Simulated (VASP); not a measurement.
# Rb (Pm-3m) in VASP: a series of runs

Rb is run at these levels: BLYP; tasks: single point, relaxation of cell and atoms.

Program: VASP 6.6.1. These are calculated values, not measurements. Logs are shortened: lines on timing, memory, paths and dates and some standing lists are left out, and cuts for length are marked.

## 1. The cell of the first run

The structure is cubic, space group Pm-3m (No. 221). The conventional cell has a = 4.785 Å, b = 4.785 Å, c = 4.785 Å, α = 90.00°, β = 90.00°, γ = 90.00°.

This isn't the form of Rb at room conditions, which is bcc.

## 2. Single point, BLYP

The input, INCAR:

```
AGGAC    = 1.0          
AGGAX    = 1.0          
ALDAC    = 0.0          
ALDAX    = 1.0          
ALGO     = Normal         # electronic algorithm
EDIFF    = 1E-6           # SCF threshold, eV
ENCUT    = 500            # plane-wave cutoff, eV
GGA      = B5             # functional
GGA_COMPAT= False        
ISIF     = 2              # what is computed and relaxed
ISMEAR   = -1             # smearing method
LASPH    = True           # aspherical terms in the spheres
LCHARG   = False          # write CHGCAR
LREAL    = False          # projectors in reciprocal space
LWAVE    = False          # write WAVECAR
NBANDS   = 10             # bands
NELM     = 120            # most SCF steps
PREC     = Accurate       # precision mode
SIGMA    = 0.1            # smearing width, eV
```

The input, KPOINTS:

```
k-points
0
Gamma
  7 7 7
```

The input, POSCAR:

```
Rb
1.0
    4.7846459728      0.0000000000      0.0000000000
    0.0000000000      4.7846459728      0.0000000000
    0.0000000000      0.0000000000      4.7846459728
Rb
1
Direct
    0.0000000000      0.0000000000      0.0000000000
```

Potentials or basis: VASP PAW PBE potentials, release 64 (Rb_sv).

The run is started by

```sh
> cat potpaw_PBE.64/Rb_sv/POTCAR > POTCAR
> mpirun -np 1 vasp_std > vasp.out
```

OUTCAR:

```text
EDIFF = 1E-6
   ENCUT = 500
   GGA = B5
   ISIF = 2
   ISMEAR = -1
   LASPH = True
   LREAL = False
   NELM = 120
   PREC = Accurate

 ion  position               nearest neighbor table
   1  0.000  0.000  0.000-

  LATTYP: Found a simple cubic cell.
 ALAT       =     4.7846459728

  Lattice vectors:

 A1 = (   4.7846459728,   0.0000000000,   0.0000000000)
 A2 = (   0.0000000000,   4.7846459728,   0.0000000000)
 A3 = (   0.0000000000,   0.0000000000,   4.7846459728)

Analysis of symmetry for initial positions (statically):
=====================================================================
 Subroutine PRICEL returns:
 Original cell was already a primitive cell.

 Routine SETGRP: Setting up the symmetry group for a
 simple cubic supercell.

 Subroutine GETGRP returns: Found 48 space group operations
 (whereof 48 operations were pure point group operations)
 out of a pool of 48 trial point group operations.

The static configuration has the point symmetry O_h .

Analysis of symmetry for dynamics (positions and initial velocities):
=====================================================================
 Subroutine PRICEL returns:
 Original cell was already a primitive cell.

 Routine SETGRP: Setting up the symmetry group for a
 simple cubic supercell.

 Subroutine GETGRP returns: Found 48 space group operations
 (whereof 48 operations were pure point group operations)
 out of a pool of 48 trial point group operations.

The dynamic configuration has the point symmetry O_h .

 Subroutine INISYM returns: Found 48 space group operations
 (whereof 48 operations are pure point group operations),
 and found     1 'primitive' translations

----------------------------------------------------------------------------------------

                                     Primitive cell

  volume of cell :     109.5341

  direct lattice vectors                    reciprocal lattice vectors
     4.784645973  0.000000000  0.000000000     0.209001879  0.000000000  0.000000000
     0.000000000  4.784645973  0.000000000     0.000000000  0.209001879  0.000000000
     0.000000000  0.000000000  4.784645973     0.000000000  0.000000000  0.209001879

  length of vectors
     4.784645973  4.784645973  4.784645973     0.209001879  0.209001879  0.209001879

  position of ions in fractional coordinates (direct lattice)
     0.000000000  0.000000000  0.000000000
[... 72 lines left out ...]
   LREAL  =      F    real-space projection
   EDIFFG = 0.1E-04   stopping-criterion for IOM
   NSW    =      0    number of steps for IOM
   IBRION =     -1    ionic relax: 0-MD 1-quasi-New 2-CG
   NFREE  =      0    steps in history (QN), initial steepest desc. (CG)
   ISIF   =      2    stress and relaxation
   ISYM   =      2    0-nonsym 1-usesym 2-fastsym
   POTIM  = 0.5000    time-step for ionic-motion
   TEBEG  =    0.0;   TEEND  =   0.0 temperature during run
   PSTRESS=    0.0 pullay stress
   NELECT =       9.0000    total number of electrons
   NUPDOWN=      -1.0000    fix difference up-down
   EMIN   =  10.00;   EMAX   =-10.00  energy-range for DOS
   EFERMI =   0.00;   METHOD = LEGACY
   ISMEAR =    -1;   SIGMA  =   0.10  broadening in eV -4-tet -1-fermi 0-gaus
   EFERMI_NEDOS =   21; number of points for ismear=-14 and -15
   IALGO  =     38    algorithm
   IMIX   =      4    mixing-type and parameters
     AMIX     =   0.40;   BMIX     =  1.00
     AMIX_MAG =   1.60;   BMIX_MAG =  1.00
  volume/ion in A,a.u.               =     109.53       739.17
  Fermi-wavevector in a.u.,A,eV,Ry     =   0.711715  1.344946  6.891863  0.506538
  Thomas-Fermi vector in A             =   1.798899
   LORBIT       =      0    0 simple, 1 ext, 2 COOP (PROOUT), +10 PAW based schemes
   GGA     = B5    functional components
   LHFCALC =     F    Hartree Fock is set to
   AEXX    =    0.0000 exact exchange contribution
   IVDW    =     0    specifies the selected vdW correction
   LEPSILON=     F    determine dielectric tensor
   LRPA    =     F    only Hartree local field effects (RPA)
 non-spin polarized calculation
  energy-cutoff  :      500.00
  volume of cell :      109.53
 maximum number of plane-waves:      2802
 NGX is ok and might be reduce to    36
   NGX = 17   NGY = 17   NGZ = 17

 number of electron       9.0000001 magnetization

 Free energy of the ion-electron system (eV)
  ---------------------------------------------------
  ext. energy  EPLUGINS =         0.00000000
  ---------------------------------------------------
  free energy    TOTEN  =        -0.55646736 eV

  energy without entropy =       -0.52982060  energy(sigma->0) =       -0.54314398

 E-fermi :   0.0570     XC(G=0):  -4.5736

 val. band max:       -0.0685956518   @ k =   0.4286   0.1429   0.1429
 cond. band min:       0.1493136252   @ k =   0.2857   0.2857   0.2857
 fundamental gap:      0.2179092770
 Fermi energy:         0.0569859923

 k-point     1 :       0.0000    0.0000    0.0000
  band No.  band energies     occupation
      1     -29.0904      2.00000
      2     -13.1874      2.00000
      3     -13.1874      2.00000
      4     -13.1874      2.00000
      5      -1.6625      2.00000
      6       2.2345      0.00000
      7       2.2345      0.00000
      8       5.3122      0.00000
      9       5.3137      0.00000
     10       5.3209      0.00000
[... 235 lines left out ...]
 k-point    20 :       0.4286    0.4286    0.4286
  band No.  band energies     occupation
      1     -29.0826      2.00000
      2     -13.2512      2.00000
      3     -13.2508      2.00000
      4     -13.2508      2.00000
      5       1.6377      0.00000
      6       1.9622      0.00000
      7       1.9622      0.00000
      8       3.1664      0.00000
      9       3.5948      0.00000
     10       3.5948      0.00000

------------------------ aborting loop because EDIFF is reached ----------------------------------------

  FORCE on cell =-STRESS in cart. coord.  units (eV):
  Direction    XX          YY          ZZ          XY          YZ          ZX
  --------------------------------------------------------------------------------------
  -------------------------------------------------------------------------------------
  Total        0.0074555      0.0074555      0.0074555     -0.0000000      0.0000000     -0.0000000
  in kB        0.1090527      0.1090527      0.1090527     -0.0000000      0.0000000     -0.0000000
  external PRESSURE =       0.1090527 kB  Pullay stress =       0.0000000 kB

 VOLUME and BASIS-vectors are now :
 -----------------------------------------------------------------------------
  energy-cutoff  :      500.00
  volume of cell :      109.53
      direct lattice vectors                 reciprocal lattice vectors
     4.784645973  0.000000000  0.000000000     0.209001879  0.000000000  0.000000000
     0.000000000  4.784645973  0.000000000     0.000000000  0.209001879  0.000000000
     0.000000000  0.000000000  4.784645973     0.000000000  0.000000000  0.209001879

 POSITION                                       TOTAL-FORCE (eV/Angst)
 -----------------------------------------------------------------------------------
      0.00000      0.00000      0.00000         0.000000      0.000000      0.000000
 -----------------------------------------------------------------------------------
    total drift:                               -0.000000     -0.000000     -0.000000

  FREE ENERGIE OF THE ION-ELECTRON SYSTEM (eV)
  ---------------------------------------------------
  free  energy   TOTEN  =        -0.5564673649 eV

  energy  without entropy=       -0.5298206046  energy(sigma->0) =       -0.54314398
```

It took 25 s on 1 thread of AMD EPYC 7R43 (Zen 3), shared host; peak memory 0.15 GiB.

What came out:

```yaml
Free_energy: -0.5565 eV
Pressure: 0.0 GPa
Band_gap_on_the_k_mesh: zero (an odd number of electrons rules out a gap without spin polarisation)
```

Caveat: the PAW data sets were made with another functional, which shifts forces and pressure a little.

## 3. Relaxation of cell and atoms, BLYP

This run uses another cell than the first one, of 94.07 Å³/atom.

The input, INCAR:

```
SYSTEM = Rb
PREC = Accurate
ENCUT = 500
EDIFF = 1E-7
ISMEAR = -1
SIGMA = 0.1
LREAL = .False.
LASPH = .True.
NELM = 120
ALGO = Normal
ISIF = 3
LWAVE = .False.
LCHARG = .False.
GGA = B5
ALDAX = 1.0
AGGAX = 1.0
AGGAC = 1.0
ALDAC = 0.0
IBRION = 2
NSW = 80
EDIFFG = -0.01
GGA_COMPAT = .False.
NELMIN = 4
```

The input, KPOINTS:

```
regular mesh
0
Gamma
  7 7 7
  0 0 0
```

The input, POSCAR:

```
Rb
1.0
    4.5480067166      0.0000000000      0.0000000000
    0.0000000000      4.5480067166      0.0000000000
    0.0000000000      0.0000000000      4.5480067166
Rb
1
Direct
    0.0000000000      0.0000000000      0.0000000000
```

Potentials or basis: VASP PAW PBE potentials, release 64 (Rb_sv).

The run is started by

```sh
> cat potpaw_PBE.64/Rb_sv/POTCAR > POTCAR
> mpirun -np 1 vasp_std > vasp.out
```

OUTCAR:

```text
SYSTEM = Rb
   PREC = Accurate
   ENCUT = 500
   EDIFF = 1E-7
   ISMEAR = -1
   LREAL = .False.
   LASPH = .True.
   NELM = 120
   ISIF = 3
   GGA = B5
   IBRION = 2
   NSW = 80
   EDIFFG = -0.01
   NELMIN = 4

 ion  position               nearest neighbor table
   1  0.000  0.000  0.000-

  LATTYP: Found a simple cubic cell.
 ALAT       =     4.5480067166

  Lattice vectors:

 A1 = (   4.5480067166,   0.0000000000,   0.0000000000)
 A2 = (   0.0000000000,   4.5480067166,   0.0000000000)
 A3 = (   0.0000000000,   0.0000000000,   4.5480067166)

Analysis of symmetry for initial positions (statically):
=====================================================================
 Subroutine PRICEL returns:
 Original cell was already a primitive cell.

 Routine SETGRP: Setting up the symmetry group for a
 simple cubic supercell.

 Subroutine GETGRP returns: Found 48 space group operations
 (whereof 48 operations were pure point group operations)
 out of a pool of 48 trial point group operations.

The static configuration has the point symmetry O_h .

Analysis of symmetry for dynamics (positions and initial velocities):
=====================================================================
 Subroutine PRICEL returns:
 Original cell was already a primitive cell.

[... 156 lines left out ...]
  -------------------------------------------------------------------------------------
  Total        0.1920759      0.1920759      0.1920759     -0.0000000     -0.0000000      0.0000000
  in kB        3.2712990      3.2712990      3.2712990     -0.0000000     -0.0000000      0.0000000
  external PRESSURE =       3.2712990 kB  Pullay stress =       0.0000000 kB
[... 92 lines left out ...]
--------------------------------------- Ionic step        4  -------------------------------------------

 number of electron       8.9999999 magnetization

 E-fermi :  -0.1034     XC(G=0):  -4.3856

 val. band max:       -0.2263556326   @ k =   0.4286   0.1429   0.1429
 cond. band min:      -0.0065730996   @ k =   0.2857   0.2857   0.2857
 fundamental gap:      0.2197825329
 Fermi energy:        -0.1034193676

 k-point     1 :       0.0000    0.0000    0.0000
  band No.  band energies     occupation
      1     -29.2652      2.00000
      2     -13.3686      2.00000
      3     -13.3686      2.00000
      4     -13.3686      2.00000
      5      -1.7158      2.00000
      6       2.0756      0.00000
      7       2.0756      0.00000
      8       4.9699      0.00000
[... 241 lines left out ...]
--------------------------------------- Ionic step        5  -------------------------------------------

 number of electron       9.0000000 magnetization

 Free energy of the ion-electron system (eV)
  ---------------------------------------------------
  ext. energy  EPLUGINS =         0.00000000
  ---------------------------------------------------
  free energy    TOTEN  =        -0.55628377 eV

  energy without entropy =       -0.52941617  energy(sigma->0) =       -0.54284997

 E-fermi :   0.0319     XC(G=0):  -4.5449

 val. band max:       -0.0933066025   @ k =   0.4286   0.1429   0.1429
 cond. band min:       0.1249410625   @ k =   0.2857   0.2857   0.2857
 fundamental gap:      0.2182476651
 Fermi energy:         0.0319326859

 k-point     1 :       0.0000    0.0000    0.0000
  band No.  band energies     occupation
      1     -29.1173      2.00000
      2     -13.2155      2.00000
      3     -13.2155      2.00000
      4     -13.2155      2.00000
      5      -1.6712      2.00000
      6       2.2099      0.00000
      7       2.2099      0.00000
      8       5.2591      0.00000
[... 235 lines left out ...]
  FREE ENERGIE OF THE ION-ELECTRON SYSTEM (eV)
  ---------------------------------------------------
  free  energy   TOTEN  =        -0.5562837682 eV

  energy  without entropy=       -0.5294161663  energy(sigma->0) =       -0.54284997

 reached required accuracy - stopping structural energy minimisation
```

OSZICAR:

```text
N       E                     dE             d eps       ncg     rms          rms(c)
DAV:   1     0.447585606534E+02    0.44759E+02   -0.33925E+03   320   0.804E+02
DAV:   2     0.222761519955E+01   -0.42531E+02   -0.42071E+02   328   0.136E+02
DAV:   3    -0.464101948947E+00   -0.26917E+01   -0.26900E+01   448   0.392E+01
[... 52 lines left out ...]
DAV:   7    -0.556282144118E+00   -0.36141E-05   -0.24966E-05   360   0.362E-02    0.167E-03
DAV:   8    -0.556282903392E+00   -0.75927E-06   -0.29055E-06   376   0.132E-02    0.126E-03
DAV:   9    -0.556283934767E+00   -0.10314E-05   -0.37941E-06   336   0.561E-03    0.110E-03
DAV:  10    -0.556283768358E+00    0.16641E-06   -0.46709E-07   464   0.553E-03    0.431E-04
DAV:  11    -0.556283768156E+00    0.20236E-09   -0.93731E-09   160   0.811E-04
   5 F= -.55628377E+00 E0= -.54284997E+00  d E =-.146324E-01
```

It took 2 min on 1 thread of AMD EPYC 7R43 (Zen 3), shared host; peak memory 0.17 GiB.

What came out:

```
Free energy                           : -0.5563 eV
Relaxed volume                        : 110.89 Å³/atom
Relaxed cell                          : a = 4.804 Å, b = 4.804 Å, c = 4.804 Å, α = 90.00°, β = 90.00°, γ = 90.00°
Space group after relaxing (to 0.1 Å) : Pm-3m (No. 221)
Energy gained by relaxing             : 14.6 meV/atom
Ionic steps                           : 5
Pressure after relaxing               : 0.0 GPa
Band gap on the k mesh                : zero (an odd number of electrons rules out a gap without spin polarisation)
```

Step by step:
```
step  energy change (eV)  largest force (eV/Å)  pressure (GPa)  volume (Å³)
   1              0.0000                0.0000            0.33        94.07
   2             -0.0048                0.0000            0.25        96.71
   3             -0.0126                0.0000            0.10       103.75
   4             -0.0121                0.0000           -0.09       118.84
   5             -0.0146                0.0000           -0.01       110.89
```

Final structure:
```
CELL_PARAMETERS angstrom
4.80431 0.00000 0.00000
0.00000 4.80431 0.00000
0.00000 0.00000 4.80431
ATOMIC_POSITIONS crystal
Rb 0.00000 0.00000 0.00000
```

Caveat: the volume moved by over 15 % at a fixed basis, so the end points are rough; the PAW data sets were made with another functional, which shifts forces and pressure a little.
